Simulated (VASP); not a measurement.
# C (Fd-3m) in VASP: further runs

Runs on C. Level: revPBE. Tasks: single point.

Program: VASP 6.6.1. These are calculated values, not measurements. Logs are shortened: lines on timing, memory, paths and dates and some standing lists are left out, and cuts for length are marked.

## (1) The cell of the first run

The structure is cubic, space group Fd-3m (No. 227). Conventional cell: a = 3.435 Å, b = 3.435 Å, c = 3.435 Å, α = 90.00°, β = 90.00°, γ = 90.00°. C (site symmetry -43m) has 4 C at 1.49 Å within 2.0 Å.

## (2) Single point, revPBE (5.07 Å³/atom)

INCAR

```
SYSTEM = C
  PREC = Accurate
  ENCUT = 600
  EDIFF = 1E-6
  ISMEAR = -1
  SIGMA = 0.1
  LREAL = .False.
  LASPH = .True.
  NELM = 120
  ALGO = Normal
  ISIF = 2
  LWAVE = .False.
  LCHARG = .False.
  GGA = RE
  NBANDS = 11
  ISYM = 0
  GGA_COMPAT = .False.
```

KPOINTS

```
Automatic mesh
0
Gamma
  17 17 19
  0 0 0
```

POSCAR

```
C
1.0
   -1.2144078448      1.2144051825      1.7174040064
    1.2144051825     -1.2144078448      1.7174040064
    1.2144096830      1.2144096830     -1.7174088825
C
2
Direct
    0.0000004443      0.9999995557      1.0000000000
    0.7499995557      0.2500004443      0.5000000000
```

Potentials or basis: VASP PAW PBE potentials, release 64 (C).

Command:

```
> cat potpaw_PBE.64/C/POTCAR > POTCAR
> mpirun -np 1 vasp_std > vasp.out
```

OUTCAR:

```text
SYSTEM = C
   PREC = Accurate
   ENCUT = 600
   EDIFF = 1E-6
   ISMEAR = -1
   LREAL = .False.
   LASPH = .True.
   NELM = 120
   ISIF = 2
   GGA = RE
   ISYM = 0

 ion  position               nearest neighbor table
   1  0.000  1.000  0.000-   2 1.49   2 1.49   2 1.49   2 1.49
   2  0.750  0.250  0.500-   1 1.49   1 1.49   1 1.49   1 1.49

IMPORTANT INFORMATION: All symmetrisations will be switched off!
NOSYMM: (Re-)initialisation of all symmetry stuff for point group C_1.

----------------------------------------------------------------------------------------

                                     Primitive cell

  volume of cell :      10.1312

  direct lattice vectors                    reciprocal lattice vectors
    -1.214407845  1.214405182  1.717404006     0.000000273  0.411724020  0.291137406
     1.214405182 -1.214407845  1.717404006     0.411724020  0.000000273  0.291137406
     1.214409683  1.214409683 -1.717408883     0.411723124  0.411723124  0.000000638

  length of vectors
     2.428794533  2.428794533  2.428801150     0.504259514  0.504259514  0.582264425

  position of ions in fractional coordinates (direct lattice)
     0.000000444  0.999999556  0.000000000
     0.749999556  0.250000444  0.500000000

  ion indices of the primitive-cell ions
   primitive index   ion index
                 1           1
                 2           2

----------------------------------------------------------------------------------------

 KPOINTS: Automatic mesh

Automatic generation of k-mesh.
 Grid dimensions read from file:
 generate k-points for:   17   17   19

 Generating k-lattice:

  Cartesian coordinates                     Fractional coordinates (reciprocal lattice)
     0.000000016  0.024219060  0.017125730     0.058823529 -0.000000000  0.000000000
     0.024219060  0.000000016  0.017125730    -0.000000000  0.058823529  0.000000000
     0.021669638  0.021669638  0.000000034    -0.000000000 -0.000000000  0.052631579

  Length of vectors
     0.029662324  0.029662324  0.030645496

  Shift w.r.t. Gamma in fractional coordinates (k-lattice)
     0.000000000  0.000000000  0.000000000

 -----------------------------------------------------------------------------
|                                                                             |
|           W    W    AA    RRRRR   N    N  II  N    N   GGGG   !!!           |
|           W    W   A  A   R    R  NN   N  II  NN   N  G    G  !!!           |
|           W    W  A    A  R    R  N N  N  II  N N  N  G       !!!           |
|           W WW W  AAAAAA  RRRRR   N  N N  II  N  N N  G  GGG   !            |
|           WW  WW  A    A  R   R   N   NN  II  N   NN  G    G                |
|           W    W  A    A  R    R  N    N  II  N    N   GGGG   !!!           |
|                                                                             |
|     Your reciprocal lattice and k-lattice belong to different lattice       |
|     classes:                                                                |
|                                                                             |
|        The reciprocal lattice is body-centered tetragonal,                  |
|        whereas your k-lattice is base-centered monoclinic.                  |
|                                                                             |
|     Results are often still useful ...                                      |
|                                                                             |
 -----------------------------------------------------------------------------

 WARNING: IBZKPT: internal override: KBLOWUP is changed to .FALSE.
      ... skipping the blow-up phase ...

 Subroutine IBZKPT returns following result:
 ===========================================

 Found   2746 irreducible k-points:

 Following reciprocal coordinates:
            Coordinates               Weight
  0.000000  0.000000  0.000000      1.000000
  0.058824  0.000000  0.000000      2.000000
  0.117647  0.000000 -0.000000      2.000000
  0.176471  0.000000  0.000000      2.000000
  0.235294  0.000000 -0.000000      2.000000
  0.294118  0.000000  0.000000      2.000000
[... 16 lines left out ...]
 -0.235294  0.058824  0.000000      2.000000
 -0.176471  0.058824 -0.000000      2.000000
 [... further k-points ...]
   k-points           NKPTS =   2746   k-points in BZ     NKDIM =   2746   number of bands    NBANDS=     11
   number of dos      NEDOS =    301   number of ions     NIONS =      2
   total plane-waves  NPLWV =   8000
   dimension x,y,z NGX =    20 NGY =   20 NGZ =   20
   dimension x,y,z NGXF=    40 NGYF=   40 NGZF=   40
   ions per type =               2
   NGX,Y,Z   is equivalent  to a cutoff of  13.69, 13.69, 13.69 a.u.
   NGXF,Y,Z  is equivalent  to a cutoff of  27.38, 27.38, 27.38 a.u.
 SYSTEM =  C
   PREC   = accura    normal or accurate (medium, high low for compatibility)
   ISTART =      0    job   : 0-new  1-cont  2-samecut
   ICHARG =      2    charge: 1-file 2-atom 10-const
   ISPIN  =      1    spin polarized calculation?
   LNONCOLLINEAR =      F non collinear calculations
   LSORBIT =      F    spin-orbit coupling
   LASPH  =      T    aspherical Exc in radial PAW
   ENCUT  =  600.0 eV  44.10 Ry    6.64 a.u.   4.85  4.85  4.85*2*pi/ulx,y,z
   NELM   =    120;   NELMIN=  2; NELMDL= -5     # of ELM steps
   EDIFF  = 0.1E-05   stopping-criterion for ELM
   LREAL  =      F    real-space projection
   EDIFFG = 0.1E-04   stopping-criterion for IOM
   NSW    =      0    number of steps for IOM
   IBRION =     -1    ionic relax: 0-MD 1-quasi-New 2-CG
   NFREE  =      0    steps in history (QN), initial steepest desc. (CG)
   ISIF   =      2    stress and relaxation
   ISYM   =      0    0-nonsym 1-usesym 2-fastsym
   POTIM  = 0.5000    time-step for ionic-motion
   TEBEG  =    0.0;   TEEND  =   0.0 temperature during run
   PSTRESS=    0.0 pullay stress
   NELECT =       8.0000    total number of electrons
   NUPDOWN=      -1.0000    fix difference up-down
   EMIN   =  10.00;   EMAX   =-10.00  energy-range for DOS
   EFERMI =   0.00;   METHOD = LEGACY
   ISMEAR =    -1;   SIGMA  =   0.10  broadening in eV -4-tet -1-fermi 0-gaus
   EFERMI_NEDOS =   21; number of points for ismear=-14 and -15
   IALGO  =     38    algorithm
   IMIX   =      4    mixing-type and parameters
     AMIX     =   0.40;   BMIX     =  1.00
     AMIX_MAG =   1.60;   BMIX_MAG =  1.00
  volume/ion in A,a.u.               =       5.07        34.18
  Fermi-wavevector in a.u.,A,eV,Ry     =   1.513158  2.859455 31.152557  2.289648
  Thomas-Fermi vector in A             =   2.622987
   LORBIT       =      0    0 simple, 1 ext, 2 COOP (PROOUT), +10 PAW based schemes
   GGA     = RE    functional components
   LHFCALC =     F    Hartree Fock is set to
   AEXX    =    0.0000 exact exchange contribution
   IVDW    =     0    specifies the selected vdW correction
   LEPSILON=     F    determine dielectric tensor
   LRPA    =     F    only Hartree local field effects (RPA)
 non-spin polarized calculation
  energy-cutoff  :      600.00
  volume of cell :       10.13
 maximum number of plane-waves:       347
   NGX =  9   NGY =  9   NGZ =  9

 number of electron       8.0000001 magnetization

 Free energy of the ion-electron system (eV)
  ---------------------------------------------------
  ext. energy  EPLUGINS =         0.00000000
  ---------------------------------------------------
  free energy    TOTEN  =       -17.11199395 eV

  energy without entropy =      -17.11199395  energy(sigma->0) =      -17.11199395

 E-fermi :  13.4288     XC(G=0): -13.7753

 val. band max:       11.5287655728   @ k =   0.0000   0.0000   0.0000
 cond. band min:      15.8954361779   @ k =   0.0000   0.0000   0.3684
 fundamental gap:      4.3666706051
 Fermi energy:        13.4288172266

 k-point     1 :       0.0000    0.0000    0.0000
  band No.  band energies     occupation
      1     -11.5950      2.00000
      2      11.5285      2.00000
      3      11.5285      2.00000
      4      11.5288      2.00000
      5      17.4302      0.00000
      6      17.4305      0.00000
      7      17.4305      0.00000
      8      27.5001      0.00000
      9      32.3997      0.00000
     10      39.2615      0.00000
     11      39.2624      0.00000

 k-point     2 :       0.0588    0.0000    0.0000
  band No.  band energies     occupation
      1     -11.4915      2.00000
      2      10.8016      2.00000
      3      11.3359      2.00000
      4      11.3361      2.00000
      5      17.6818      0.00000
      6      17.6820      0.00000
      7      17.9091      0.00000
      8      27.5389      0.00000
      9      32.5736      0.00000
     10      37.6678      0.00000
     11      37.6685      0.00000

 k-point     3 :       0.1176    0.0000   -0.0000
  band No.  band energies     occupation
      1     -11.1814      2.00000
      2       9.1194      2.00000
      3      10.8596      2.00000
      4      10.8598      2.00000
      5      18.3094      0.00000
      6      18.3096      0.00000
      7      18.8707      0.00000
      8      27.6504      0.00000
      9      33.0145      0.00000
     10      36.1059      0.00000
     11      36.1064      0.00000

 k-point     4 :       0.1765    0.0000    0.0000
  band No.  band energies     occupation
      1     -10.6664      2.00000
      2       7.0612      2.00000
      3      10.2757      2.00000
      4      10.2760      2.00000
      5      19.0644      0.00000
      6      19.0646      0.00000
      7      19.8085      0.00000
      8      27.8178      0.00000
      9      33.5056      0.00000
     10      35.1111      0.00000
     11      35.1116      0.00000

 k-point     5 :       0.2353    0.0000   -0.0000
  band No.  band energies     occupation
      1      -9.9497      2.00000
      2       4.8880      2.00000
      3       9.7051      2.00000
      4       9.7054      2.00000
      5      19.7293      0.00000
      6      19.7295      0.00000
      7      20.5663      0.00000
      8      28.0073      0.00000
      9      33.8489      0.00000
     10      34.7994      0.00000
     11      34.7997      0.00000
[... 211 lines left out ...]
 k-point    21 :      -0.3529    0.0588   -0.0000
  band No.  band energies     occupation
      1      -8.2345      2.00000
      2       1.3946      2.00000
      3       8.4007      2.00000
      4       8.9303      2.00000
      5      19.8041      0.00000
      6      21.0633      0.00000
      7      21.7425      0.00000
      8      27.8007      0.00000
      9      34.1110      0.00000
     10      35.1047      0.00000
     11      37.3801      0.00000

 k-point    22 :      -0.2941    0.0588   -0.0000
  band No.  band energies     occupation
      1      -9.2719      2.00000
      2       3.4927      2.00000
      3       8.7274      2.00000
      4       9.4540      2.00000
      5      19.3977      0.00000
      6      20.8793      0.00000
      7      21.3119      0.00000
      8      27.5479      0.00000
      9      33.9356      0.00000
     10      34.2164      0.00000
     11      36.5849      0.00000

 k-point    23 :      -0.2353    0.0588    0.0000
  band No.  band energies     occupation
      1     -10.1198      2.00000
      2       5.6468      2.00000
      3       9.1865      2.00000
      4      10.0315      2.00000
      5      18.7855      0.00000
      6      20.4179      0.00000
      7      20.7091      0.00000
      8      27.4353      0.00000
      9      33.6694      0.00000
     10      33.8980      0.00000
     11      36.4308      0.00000

 k-point    24 :      -0.1765    0.0588   -0.0000
  band No.  band energies     occupation
      1     -10.7692      2.00000
      2       7.7634      2.00000
      3       9.7528      2.00000
      4      10.5940      2.00000
      5      18.0756      0.00000
      6      19.7072      0.00000
      7      19.9146      0.00000
      8      27.4425      0.00000
      9      33.4991      0.00000
     10      33.9008      0.00000
     11      36.9866      0.00000

 [... further k-points ...]

------------------------ aborting loop because EDIFF is reached ----------------------------------------

  FORCE on cell =-STRESS in cart. coord.  units (eV):
  Direction    XX          YY          ZZ          XY          YZ          ZX
  --------------------------------------------------------------------------------------
  -------------------------------------------------------------------------------------
  Total        4.3218536      4.3218522      4.3229037     -0.0000334      0.0001641      0.0001656
  in kB      683.4698076    683.4695944    683.6358775     -0.0052752      0.0259458      0.0261915
  external PRESSURE =     683.5250932 kB  Pullay stress =       0.0000000 kB

 VOLUME and BASIS-vectors are now :
 -----------------------------------------------------------------------------
  energy-cutoff  :      600.00
  volume of cell :       10.13
      direct lattice vectors                 reciprocal lattice vectors
    -1.214407845  1.214405182  1.717404006     0.000000273  0.411724020  0.291137406
     1.214405182 -1.214407845  1.717404006     0.411724020  0.000000273  0.291137406
     1.214409683  1.214409683 -1.717408883     0.411723124  0.411723124  0.000000638

 POSITION                                       TOTAL-FORCE (eV/Angst)
 -----------------------------------------------------------------------------------
      1.21440     -1.21441      1.71740         0.000136     -0.000136      0.000000
      0.00000      1.21441      0.85870        -0.000136      0.000136     -0.000000
 -----------------------------------------------------------------------------------
    total drift:                                0.000000      0.000000     -0.000000

  FREE ENERGIE OF THE ION-ELECTRON SYSTEM (eV)
  ---------------------------------------------------
  free  energy   TOTEN  =       -17.1119939471 eV

  energy  without entropy=      -17.1119939470  energy(sigma->0) =      -17.11199395
```

Run time: 3.7 min. Hardware: 1 thread of Oxide Virtual Turin-like, shared host; peak memory 0.35 GiB.

Results:

```
Free energy            : -17.1120 eV
Pressure               : 68.4 GPa
Band gap on the k mesh : 4.37 eV (least direct gap 5.90 eV)
```

Levels at points of the mesh, in eV from the valence-band top:
```
           k point  band 1  band 2  band 3  band 4  band 5  band 6  band 7  band 8  band 9
(0.00, 0.00, 0.00)  -23.12    0.00    0.00    0.00    5.90    5.90    5.90   15.97   20.87
```

Caveat: the cell stands under pressure; the PAW data sets were made with another functional, which shifts forces and pressure a little; an odd mesh through Γ misses points on the zone boundary, where band edges can lie.

## (3) Single point, revPBE (5.30 Å³/atom)

This run uses another cell than the first one, of 5.30 Å³/atom.

INCAR

```
SYSTEM = C
  ALGO = Normal
  EDIFF = 1E-6
  ENCUT = 600
  GGA = RE
  GGA_COMPAT = .FALSE.
  ISIF = 2
  ISMEAR = -1
  ISYM = 0
  LASPH = .TRUE.
  LCHARG = .FALSE.
  LREAL = .FALSE.
  LWAVE = .FALSE.
  NBANDS = 11
  NELM = 120
  PREC = Accurate
  SIGMA = 0.1
```

KPOINTS

```
k-points
0
G
  17 17 19
  0 0 0
```

POSCAR

```
C
1.0
   -1.2325360077      1.2325333056      1.7430406817
    1.2325333056     -1.2325360077      1.7430406817
    1.2325378732      1.2325378732     -1.7430456305
C
2
Direct
    0.0000004443      0.9999995557      1.0000000000
    0.7499995557      0.2500004443      0.5000000000
```

Potentials or basis: VASP PAW PBE potentials, release 64 (C).

Command:

```
> cat potpaw_PBE.64/C/POTCAR > POTCAR
> mpirun -np 1 vasp_std > vasp.out
```

OUTCAR:

```text
SYSTEM = C
   EDIFF = 1E-6
   ENCUT = 600
   GGA = RE
   ISIF = 2
   ISMEAR = -1
   ISYM = 0
   LASPH = .TRUE.
   LREAL = .FALSE.
   NELM = 120
   PREC = Accurate

 ion  position               nearest neighbor table
   1  0.000  1.000  0.000-   2 1.51   2 1.51   2 1.51   2 1.51
   2  0.750  0.250  0.500-   1 1.51   1 1.51   1 1.51   1 1.51

IMPORTANT INFORMATION: All symmetrisations will be switched off!
NOSYMM: (Re-)initialisation of all symmetry stuff for point group C_1.

[... 511 lines left out ...]
  Direction    XX          YY          ZZ          XY          YZ          ZX
  --------------------------------------------------------------------------------------
  -------------------------------------------------------------------------------------
  Total        2.7135409      2.7135404      2.7145716     -0.0000452      0.0001399      0.0001404
  in kB      410.4691358    410.4690546    410.6250483     -0.0068392      0.0211551      0.0212351
  external PRESSURE =     410.5210796 kB  Pullay stress =       0.0000000 kB

 VOLUME and BASIS-vectors are now :
 -----------------------------------------------------------------------------
  energy-cutoff  :      600.00
  volume of cell :       10.59
      direct lattice vectors                 reciprocal lattice vectors
    -1.232536008  1.232533306  1.743040682     0.000000269  0.405668375  0.286855352
     1.232533306 -1.232536008  1.743040682     0.405668375  0.000000269  0.286855352
     1.232537873  1.232537873 -1.743045630     0.405667492  0.405667492  0.000000629

 POSITION                                       TOTAL-FORCE (eV/Angst)
 -----------------------------------------------------------------------------------
      1.23253     -1.23253      1.74304         0.000116     -0.000116      0.000000
      0.00000      1.23253      0.87152        -0.000116      0.000116     -0.000000
 -----------------------------------------------------------------------------------
    total drift:                               -0.000000      0.000000     -0.000000

  FREE ENERGIE OF THE ION-ELECTRON SYSTEM (eV)
  ---------------------------------------------------
  free  energy   TOTEN  =       -17.2708543436 eV

  energy  without entropy=      -17.2708543436  energy(sigma->0) =      -17.27085434
```

Wall time 3.1 min (1 thread of Oxide Virtual Turin-like, shared host); peak memory 0.36 GiB.

Results:

| Quantity | Value |
| --- | --- |
| Free energy | -17.2709 eV |
| Pressure | 41.1 GPa |
| Band gap on the k mesh | 4.27 eV (least direct gap 5.78 eV) |

Caveat: the cell stands under pressure; the PAW data sets were made with another functional, which shifts forces and pressure a little; an odd mesh through Γ misses points on the zone boundary, where band edges can lie.

[end of part 1 of 2]
